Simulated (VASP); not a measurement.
# Sb (P2_1/m) in VASP: a series of runs

The runs below take Sb through single point, with LDA.

Everything below comes from runs of VASP 6.6.1. Logs are shortened: lines on timing, memory, paths and dates and some standing lists are left out, and cuts for length are marked.

## 1. The cell of the first run

Symmetry: P2_1/m, No. 11, monoclinic system. The conventional cell has a = 3.059 Å, b = 4.259 Å, c = 4.316 Å, α = 90.00°, β = 90.51°, γ = 90.00°. Sb (site symmetry m) has 6 Sb at 2.98 to 3.09 Å within 3.9 Å.

## 2. Single point, LDA

File INCAR:

```
ALGO = Normal
EDIFF = 1E-6
ENCUT = 520
ISIF = 2
ISMEAR = -1
LASPH = True
LCHARG = True
LELF = True
LREAL = False
LVHAR = True
LWAVE = False
NBANDS = 12
NELM = 60
PREC = Accurate
SIGMA = 0.05
```

File KPOINTS:

```
k-points
0
Gamma
  9 6 6
```

File POSCAR:

```
Sb
1.0
    3.0586616250      0.0000000000      0.0000000000
    0.0000000000      4.2587682402      0.0000000000
   -0.0381205934      0.0000000000      4.3159114163
Sb
2
Direct
    0.0113890000      0.2500000000      0.2411660000
    0.9886110000      0.7500000000      0.7588340000
```

Potentials or basis: VASP PAW LDA potentials, release 64 (Sb).

The run is started by

```sh
$ cat potpaw_LDA.64/Sb/POTCAR > POTCAR
$ mpirun -np 1 vasp_std > vasp.out
```

OUTCAR:

```text
EDIFF = 1E-6
   ENCUT = 520
   ISIF = 2
   ISMEAR = -1
   LASPH = True
   LREAL = False
   NELM = 60
   PREC = Accurate

 ion  position               nearest neighbor table
   1  0.011  0.250  0.241-   2 2.98   2 2.98   2 3.09   2 3.09
   2  0.989  0.750  0.759-   1 2.98   1 2.98   1 3.09   1 3.09

  LATTYP: Found a simple monoclinic cell.
 ALAT       =     3.0586616250
 B/A-ratio  =     1.3923633152
 C/A-ratio  =     1.4111007668
 COS(beta)  =    -0.0088322263

  Lattice vectors:

 A1 = (   3.0586616250,   0.0000000000,   0.0000000000)
 A2 = (   0.0000000000,   4.2587682402,   0.0000000000)
 A3 = (  -0.0381205934,   0.0000000000,   4.3159114163)

Analysis of symmetry for initial positions (statically):
=====================================================================
 Subroutine PRICEL returns:
 Original cell was already a primitive cell.

 Routine SETGRP: Setting up the symmetry group for a
 simple monoclinic supercell.

 Subroutine GETGRP returns: Found  4 space group operations
 (whereof  2 operations were pure point group operations)
 out of a pool of  4 trial point group operations.

The static configuration has the point symmetry S_2 .
 The point group associated with its full space group is C_2h.

Analysis of symmetry for dynamics (positions and initial velocities):
=====================================================================
 Subroutine PRICEL returns:
 Original cell was already a primitive cell.

 Routine SETGRP: Setting up the symmetry group for a
 simple monoclinic supercell.

 Subroutine GETGRP returns: Found  4 space group operations
 (whereof  2 operations were pure point group operations)
 out of a pool of  4 trial point group operations.

The dynamic configuration has the point symmetry S_2 .
 The point group associated with its full space group is C_2h.

 Subroutine INISYM returns: Found  4 space group operations
 (whereof  2 operations are pure point group operations),
 and found     1 'primitive' translations

----------------------------------------------------------------------------------------

                                     Primitive cell

  volume of cell :      56.2196

  direct lattice vectors                    reciprocal lattice vectors
     3.058661625  0.000000000  0.000000000     0.326940382  0.000000000  0.002887724
     0.000000000  4.258768240  0.000000000     0.000000000  0.234809678  0.000000000
    -0.038120593  0.000000000  4.315911416     0.000000000  0.000000000  0.231700770

  length of vectors
     3.058661625  4.258768240  4.316079764     0.326953135  0.234809678  0.231700770

  position of ions in fractional coordinates (direct lattice)
     0.011389000  0.250000000  0.241166000
     0.988611000  0.750000000  0.758834000

  ion indices of the primitive-cell ions
   primitive index   ion index
                 1           1
                 2           2

----------------------------------------------------------------------------------------

 KPOINTS: k-points

Automatic generation of k-mesh.
 Grid dimensions read from file:
 generate k-points for:    9    6    6

 Generating k-lattice:

  Cartesian coordinates                     Fractional coordinates (reciprocal lattice)
     0.036326709  0.000000000  0.000320858     0.111111111  0.000000000  0.000000000
     0.000000000  0.039134946  0.000000000     0.000000000  0.166666667  0.000000000
     0.000000000  0.000000000  0.038616795     0.000000000  0.000000000  0.166666667

  Length of vectors
     0.036328126  0.039134946  0.038616795

  Shift w.r.t. Gamma in fractional coordinates (k-lattice)
     0.000000000  0.000000000  0.000000000

 Subroutine IBZKPT returns following result:
 ===========================================

 Found    112 irreducible k-points:

 Following reciprocal coordinates:
            Coordinates               Weight
  0.000000  0.000000  0.000000      1.000000
  0.111111  0.000000  0.000000      2.000000
  0.222222  0.000000  0.000000      2.000000
  0.333333  0.000000  0.000000      2.000000
  0.444444  0.000000  0.000000      2.000000
  0.000000  0.166667  0.000000      2.000000
[... 16 lines left out ...]
  0.222222  0.000000  0.166667      2.000000
  0.333333  0.000000  0.166667      2.000000
 [... further k-points ...]
   k-points           NKPTS =    112   k-points in BZ     NKDIM =    112   number of bands    NBANDS=     12
   number of dos      NEDOS =    301   number of ions     NIONS =      2
   total plane-waves  NPLWV =  24576
   dimension x,y,z NGX =    24 NGY =   32 NGZ =   32
   dimension x,y,z NGXF=    48 NGYF=   64 NGZF=   64
   ions per type =               2
   NGX,Y,Z   is equivalent  to a cutoff of  13.04, 12.49, 12.33 a.u.
   NGXF,Y,Z  is equivalent  to a cutoff of  26.09, 24.98, 24.65 a.u.
 SYSTEM =  unknown system
   PREC   = accura    normal or accurate (medium, high low for compatibility)
   ISTART =      0    job   : 0-new  1-cont  2-samecut
   ICHARG =      2    charge: 1-file 2-atom 10-const
   ISPIN  =      1    spin polarized calculation?
   LNONCOLLINEAR =      F non collinear calculations
   LSORBIT =      F    spin-orbit coupling
   LASPH  =      T    aspherical Exc in radial PAW
   ENCUT  =  520.0 eV  38.22 Ry    6.18 a.u.   5.69  7.92  8.03*2*pi/ulx,y,z
   NELM   =     60;   NELMIN=  2; NELMDL= -5     # of ELM steps
   EDIFF  = 0.1E-05   stopping-criterion for ELM
   LREAL  =      F    real-space projection
   EDIFFG = 0.1E-04   stopping-criterion for IOM
   NSW    =      0    number of steps for IOM
   IBRION =     -1    ionic relax: 0-MD 1-quasi-New 2-CG
   NFREE  =      0    steps in history (QN), initial steepest desc. (CG)
   ISIF   =      2    stress and relaxation
   ISYM   =      2    0-nonsym 1-usesym 2-fastsym
   POTIM  = 0.5000    time-step for ionic-motion
   TEBEG  =    0.0;   TEEND  =   0.0 temperature during run
   PSTRESS=    0.0 pullay stress
   NELECT =      10.0000    total number of electrons
   NUPDOWN=      -1.0000    fix difference up-down
   EMIN   =  10.00;   EMAX   =-10.00  energy-range for DOS
   EFERMI =   0.00;   METHOD = LEGACY
   ISMEAR =    -1;   SIGMA  =   0.05  broadening in eV -4-tet -1-fermi 0-gaus
   EFERMI_NEDOS =   21; number of points for ismear=-14 and -15
   IALGO  =     38    algorithm
   IMIX   =      4    mixing-type and parameters
     AMIX     =   0.40;   BMIX     =  1.00
     AMIX_MAG =   1.60;   BMIX_MAG =  1.00
  volume/ion in A,a.u.               =      28.11       189.69
  Fermi-wavevector in a.u.,A,eV,Ry     =   0.920687  1.739847 11.533185  0.847665
  Thomas-Fermi vector in A             =   2.046021
   LORBIT       =      0    0 simple, 1 ext, 2 COOP (PROOUT), +10 PAW based schemes
   GGA     = CA    functional components
   LHFCALC =     F    Hartree Fock is set to
   AEXX    =    0.0000 exact exchange contribution
   IVDW    =     0    specifies the selected vdW correction
   LEPSILON=     F    determine dielectric tensor
   LRPA    =     F    only Hartree local field effects (RPA)
 non-spin polarized calculation
  energy-cutoff  :      520.00
  volume of cell :       56.22
 maximum number of plane-waves:      1532
   NGX = 11   NGY = 15   NGZ = 17

 number of electron      10.0000001 magnetization

 Free energy of the ion-electron system (eV)
  ---------------------------------------------------
  ext. energy  EPLUGINS =         0.00000000
  ---------------------------------------------------
  free energy    TOTEN  =        -9.56662967 eV

  energy without entropy =       -9.55456883  energy(sigma->0) =       -9.56059925

 E-fermi :   7.9228     XC(G=0): -10.0512

 val. band max:        7.9091591520   @ k =   0.4444   0.3333   0.1667
 cond. band min:       7.9247723141   @ k =   0.4444   0.3333   0.0000
 fundamental gap:      0.0156131620
 Fermi energy:         7.9228329548

 k-point     1 :       0.0000    0.0000    0.0000
  band No.  band energies     occupation
      1      -5.1143      2.00000
      2       0.4209      2.00000
      3       3.9309      2.00000
      4       4.0715      2.00000
      5       9.7082      0.00000
      6      10.9738      0.00000
      7      11.2143      0.00000
      8      11.3355      0.00000
      9      14.5687      0.00000
     10      14.7903      0.00000
     11      15.5010      0.00000
     12      16.3821      0.00000

 k-point     2 :       0.1111    0.0000    0.0000
  band No.  band energies     occupation
      1      -4.9286      2.00000
      2       0.6130      2.00000
      3       4.1041      2.00000
      4       4.2447      2.00000
      5       9.0397      0.00000
      6       9.8807      0.00000
      7      11.3976      0.00000
      8      11.5172      0.00000
      9      13.8413      0.00000
     10      14.9284      0.00000
     11      15.7235      0.00000
     12      17.5630      0.00000

 k-point     3 :       0.2222    0.0000    0.0000
  band No.  band energies     occupation
      1      -4.3848      2.00000
      2       1.1875      2.00000
      3       4.5913      2.00000
      4       4.7321      2.00000
      5       6.2258      2.00000
      6      10.3914      0.00000
      7      11.1052      0.00000
      8      11.9113      0.00000
      9      12.0341      0.00000
     10      15.3353      0.00000
     11      15.8530      0.00000
     12      16.0074      0.00000
[... 286 lines left out ...]
 k-point    23 :       0.2222    0.0000    0.1667
  band No.  band energies     occupation
      1      -4.1675      2.00000
      2       0.3352      2.00000
      3       5.0003      2.00000
      4       5.2347      2.00000
      5       6.4058      2.00000
      6      10.5851      0.00000
      7      10.6256      0.00000
      8      10.7824      0.00000
      9      11.4620      0.00000
     10      15.9324      0.00000
     11      16.1692      0.00000
     12      16.8628      0.00000

 k-point    24 :       0.3333    0.0000    0.1667
  band No.  band energies     occupation
      1      -3.3318      2.00000
      2       1.2187      2.00000
      3       3.9328      2.00000
      4       5.6831      2.00000
      5       5.9349      2.00000
      6       8.0857      0.07411
      7      11.3337      0.00000
      8      11.5131      0.00000
      9      12.2365      0.00000
     10      13.9065      0.00000
     11      14.2111      0.00000
     12      17.4596      0.00000

 [... further k-points ...]

------------------------ aborting loop because EDIFF is reached ----------------------------------------

  FORCE on cell =-STRESS in cart. coord.  units (eV):
  Direction    XX          YY          ZZ          XY          YZ          ZX
  --------------------------------------------------------------------------------------
  -------------------------------------------------------------------------------------
  Total        0.1332951      0.0683647      0.1824659      0.0000000      0.0000000      0.0397521
  in kB        3.7987155      1.9482935      5.2000118      0.0000000      0.0000000      1.1328772
  external PRESSURE =       3.6490069 kB  Pullay stress =       0.0000000 kB

 VOLUME and BASIS-vectors are now :
 -----------------------------------------------------------------------------
  energy-cutoff  :      520.00
  volume of cell :       56.22
      direct lattice vectors                 reciprocal lattice vectors
     3.058661625  0.000000000  0.000000000     0.326940382  0.000000000  0.002887724
     0.000000000  4.258768240  0.000000000     0.000000000  0.234809678  0.000000000
    -0.038120593  0.000000000  4.315911416     0.000000000  0.000000000  0.231700770

 POSITION                                       TOTAL-FORCE (eV/Angst)
 -----------------------------------------------------------------------------------
      0.02564      1.06469      1.04085        -0.030636      0.000000      0.126618
      2.99490      3.19408      3.27506         0.030636      0.000000     -0.126618
 -----------------------------------------------------------------------------------
    total drift:                                0.000000     -0.000000      0.000000

  FREE ENERGIE OF THE ION-ELECTRON SYSTEM (eV)
  ---------------------------------------------------
  free  energy   TOTEN  =        -9.5666296659 eV

  energy  without entropy=       -9.5545688290  energy(sigma->0) =       -9.56059925
```

Wall time 48 s (1 thread of Intel Xeon 8259CL, shared host); peak memory 0.18 GiB.

Results:

| Quantity | Value |
| --- | --- |
| Free energy | -9.5666 eV |
| Pressure | 0.4 GPa |
| Largest force | 0.130 eV/Å |
| Band gap on the k mesh | zero (bands 5 and 6 overlap by 8.85 eV) |

Forces in eV/Å, atoms in the order of the input:
```
Sb  -0.031  0.000  0.127
Sb   0.031  0.000 -0.127
```

Levels at points of the mesh, in eV from the Fermi level:
```tsv
k point	band 2	band 3	band 4	band 5	band 6	band 7	band 8	band 9
(0.00, 0.00, 0.00)	-7.50	-3.99	-3.85	1.79	3.05	3.29	3.41	6.65
(0.00, 0.50, 0.00)	-11.12	-1.71	-1.71	-1.06	-1.06	4.87	4.87	8.08
(0.00, 0.00, 0.50)	-10.93	-1.81	-1.27	-1.08	-0.91	4.64	5.05	7.74
(0.00, 0.50, 0.50)	-10.37	-6.13	-6.13	5.25	5.25	5.53	5.53	8.84
```

Caveat: spin-orbit coupling is left out, which moves the levels of the heavy elements.

## 3. Single point, LDA

This run uses another cell than the first one, of 29.31 Å³/atom.

File INCAR:

```
SYSTEM = Sb
ALGO = Normal
EDIFF = 1E-6
ENCUT = 520
ISIF = 2
ISMEAR = -1
LASPH = .TRUE.
LCHARG = .TRUE.
LELF = .TRUE.
LREAL = .FALSE.
LVHAR = .TRUE.
LWAVE = .FALSE.
NBANDS = 12
NELM = 100
PREC = Accurate
SIGMA = 0.05
```

File KPOINTS:

```
k-points
0
G
  9 6 6
  0 0 0
```

File POSCAR:

```
Sb
1.0
    3.1014456505      0.0000000000      0.0000000000
    0.0000000000      4.3183391477      0.0000000000
   -0.0386538176      0.0000000000      4.3762816325
Sb
2
Direct
    0.0113890000      0.2500000000      0.2411660000
    0.9886110000      0.7500000000      0.7588340000
```

Potentials or basis: VASP PAW LDA potentials, release 64 (Sb).

The run is started by

```sh
$ cat potpaw_LDA.64/Sb/POTCAR > POTCAR
$ mpirun -np 1 vasp_std > vasp.out
```

Wall time 56 s (1 thread of Intel Xeon 8259CL, shared host); peak memory 0.19 GiB.

Results (log left out):

* Free energy: -9.5526 eV
* Pressure: -2.1 GPa
* Largest force: 0.065 eV/Å
* Band gap on the k mesh: zero (bands 5 and 6 overlap by 8.45 eV)

Forces on the atoms (eV/Å):
```
Sb  -0.035  0.000  0.055
Sb   0.035  0.000 -0.055
```

Stress tensor (GPa, compression positive):
```
-1.88  0.00  0.09
 0.00 -2.42  0.00
 0.09  0.00 -2.13
```

Levels at points of the mesh, in eV from the Fermi level:
```
           k point  band 2  band 3  band 4  band 5  band 6  band 7  band 8  band 9
(0.00, 0.00, 0.00)   -7.49   -3.77   -3.64    1.95    2.98    3.21    3.34    6.59
(0.00, 0.50, 0.00)  -10.85   -1.59   -1.59   -1.00   -1.00    4.69    4.69    8.02
(0.00, 0.00, 0.50)  -10.66   -1.68   -1.16   -1.03   -0.87    4.47    4.86    7.69
(0.00, 0.50, 0.50)  -10.17   -5.81   -5.81    5.04    5.04    5.30    5.30    8.76
```

Caveat: spin-orbit coupling is left out, which moves the levels of the heavy elements.
